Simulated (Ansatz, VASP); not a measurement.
Au3C: VASP beside Ansatz

```
Au C
1.0
     2.94020    0.00000    0.00000
    -1.47010    2.54629    0.00000
     0.00000    0.00000   21.89749
Au C
3 1
Direct
  0.66667 0.33333 0.18267
  0.33333 0.66667 0.29452
  0.00000 0.00000 0.40632
  0.11111 0.88889 0.52826
```

Alike in both runs: task single point; functional PBE; k mesh 9 × 9 × 1; occupations gaussian, width 0.1 eV; no spin polarisation.

|  | VASP | Ansatz |
| --- | --- | --- |
| version | VASP 6.6.1 | Ansatz 0.2.0 |
| potentials or method | VASP PAW PBE potentials, release 64 (Au, C), cutoff 520 eV | scalar-relativistic, plane waves, PAW |
| valence electrons in the cell | 37 | 61 |

VASP gave:

| Quantity | Value |
| --- | --- |
| gap on the k mesh at the Fermi level (eV) | none |
| rms of the force components (eV/Å) | 0.529 |

Problem. Estimate Ansatz's values.

Solution. gap on the k mesh at the Fermi level (eV): none; rms of the force components (eV/Å): 0.532.

Atom by atom the forces differ by 0.004 eV/Å (rms over components). A gap of «none» marks a metal or a gap that the smearing closes. VASP's potentials hold 37 valence electrons a cell and Ansatz's 61, so a difference there can come from the potentials and not from the codes. Ansatz's warnings: xc potential rough in thin density.

Neither program's run includes spin-orbit coupling.
